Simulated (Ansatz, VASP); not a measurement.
**YGeF5 in VASP and in Ansatz**

The input INCAR:

```
SYSTEM = YGeF5
PREC = Accurate
ENCUT = 600
EDIFF = 1E-7
ISMEAR = 0
SIGMA = 0.1
LREAL = .False.
LASPH = .True.
NELM = 100
ALGO = Normal
ISIF = 3
LWAVE = .False.
LCHARG = .False.
GGA = PE
IBRION = 2
NSW = 90
EDIFFG = -0.04
```

The input KPOINTS:

```
regular mesh
0
Gamma
  4 4 4
  0 0 0
```

The input POSCAR:

```
YGeF5
1.0
    0.0000000000      3.6500689100      3.6500689100
    3.6500689100      0.0000000000      3.6500689100
    3.6500689100      3.6500689100      0.0000000000
Y Ge F
1 1 5
Direct
    0.7500000000      0.7500000000      0.7500000000
    0.5000000000      0.5000000000      0.5000000000
    0.0000000000      0.0000000000      0.0000000000
    0.3562297300      0.3562297300      0.3562297300
    0.3562297300      0.3562297300      0.9313108100
    0.3562297300      0.9313108100      0.3562297300
    0.9313108100      0.3562297300      0.3562297300
```

Input for Ansatz:

```yaml
crystal:
  lattice:
    - [0.0, 3.65006891, 3.65006891]
    - [3.65006891, 0.0, 3.65006891]
    - [3.65006891, 3.65006891, 0.0]
  atoms:
    - { symbol: "Y", position: [0.75, 0.75, 0.75] }
    - { symbol: Ge, position: [0.5, 0.5, 0.5] }
    - { symbol: F, position: [0.0, 0.0, 0.0] }
    - { symbol: F, position: [0.35622973, 0.35622973, 0.35622973] }
    - { symbol: F, position: [0.35622973, 0.35622973, 0.93131081] }
    - { symbol: F, position: [0.35622973, 0.93131081, 0.35622973] }
    - { symbol: F, position: [0.93131081, 0.35622973, 0.35622973] }
basis:
  ecutwfc: 420
kpoints:
  mp_grid: { grid: [4, 4, 4] }
hamiltonian:
  xc: pbe
scf:
  occupations: { method: gaussian, width: 0.1 }
  lower_state_search: "off"
output:
  forces: true
  stress: true
  eigenvalues: true
relax:
  adjacent_minimum: "off"
  f_tol: 0.04
  max_steps: 70
  cell: { stress_tol: 0.4 }
```

Alike in both runs: task relaxation of cell and atoms; functional PBE; k mesh 4 × 4 × 4; occupations gaussian, width 0.1 eV; no spin polarisation.

```csv
,VASP,Ansatz
version,VASP 6.6.1,Ansatz 0.2.0
potentials or method,"VASP PAW PBE potentials, release 64 (Y_sv, Ge_d, F), cutoff 600 eV","scalar-relativistic, plane waves, PAW"
valence electrons in the cell,60,60
```

VASP gave:

* gap on the k mesh at the Fermi level, each at its own relaxed structure (eV): 0.59
* relaxed volume (Å³/atom): 16.33
* relaxed length of the cell vector where the two differ most in proportion (Å): 5.447

Question: Which values does Ansatz return?

Answer: gap on the k mesh at the Fermi level, each at its own relaxed structure (eV): 0.59; relaxed volume (Å³/atom): 16.33; relaxed length of the cell vector where the two differ most in proportion (Å): 5.448.

Noted on VASP's run: the volume moved by over 15 % at a fixed basis, so the end points are rough.
